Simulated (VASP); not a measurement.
A run of VASP 6.6.1:

The input INCAR:

```
PREC = Accurate
ENCUT = 500
EDIFF = 1E-6
ISMEAR = -1
SIGMA = 0.1
LREAL = False
LASPH = True
NELM = 120
ALGO = Normal
ISIF = 2
LWAVE = False
LCHARG = False
GGA = PS
NBANDS = 17
GGA_COMPAT = False
```

KPOINTS

```
regular mesh
0
Gamma
  6 6 2
```

Contents of POSCAR:

```
Sr
1.0
    3.8021790000      0.0000000000      0.0000000000
   -1.9010900000      3.2927840000      0.0000000000
    0.0000000000      0.0000000000      9.5255850000
Sr
2
Direct
    0.6666666667      0.3333333333      0.2174840000
    0.3333333333      0.6666666667      0.7825160000
```

Potentials or basis: VASP PAW PBE potentials, release 64 (Sr_sv).

Launch:

```console
$ cat potpaw_PBE.64/Sr_sv/POTCAR > POTCAR
$ mpirun -np 1 vasp_std > vasp.out
```

Hardware: 1 thread of AMD EPYC 9R45 96-Core Processor (Zen 5) (shared host).

Task: Estimate the wall time of this run.

Result: Wall time 19 s on 1 thread of AMD EPYC 9R45 96-Core Processor (Zen 5), with other jobs on the host, peak memory 0.19 GiB. Counts: scf iterations 13, k points 14.
